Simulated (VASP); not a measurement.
Wanted: the native input for a VASP 6.6.1 run.

- Task: single point
- Functional: PBE
- Potentials or basis: VASP PAW PBE potentials, release 64 (Na_pv, H)
- Cutoff: 520 eV
- k mesh: 7 × 7 × 7
- Occupations: fermi-dirac, width 0.02 eV
- Spin: no spin polarisation
- Dipole correction: no
- Further INCAR settings: ALGO = Normal; EDIFF = 1e-06; NBANDS = 11

The structure of NaH lies in POSCAR:

```
NaH
1.0
    0.0000000000      2.4400000000      2.4400000000
    2.4400000000      0.0000000000      2.4400000000
    2.4400000000      2.4400000000      0.0000000000
Na H
1 1
Direct
    0.0000000000      0.0000000000      0.0000000000
    0.5000000000      0.5000000000      0.5000000000
```

These files were run (other wordings do the same):

INCAR

```
PREC = Accurate
ENCUT = 520
EDIFF = 1E-6
ISMEAR = -1
SIGMA = 0.02
LREAL = F
LASPH = T
NELM = 80
ALGO = Normal
ISIF = 2
LWAVE = F
LCHARG = F
GGA = PE
NBANDS = 11
```

KPOINTS

```
regular mesh
0
Gamma
  7 7 7
```

Potentials or basis: VASP PAW PBE potentials, release 64 (Na_pv, H).

Launch:

```sh
$ cat potpaw_PBE.64/Na_pv/POTCAR potpaw_PBE.64/H/POTCAR > POTCAR
$ mpirun -np 1 vasp_std > vasp.out
```

Results of the run:

```
Pressure               : -0.7 GPa
Band gap on the k mesh : 4.18 eV, indirect (least direct gap 4.80 eV)
```

It took 5.8 s on 1 thread of Intel(R) Xeon(R) 6975P-C (Granite Rapids), on a shared host, peak memory 0.14 GiB.
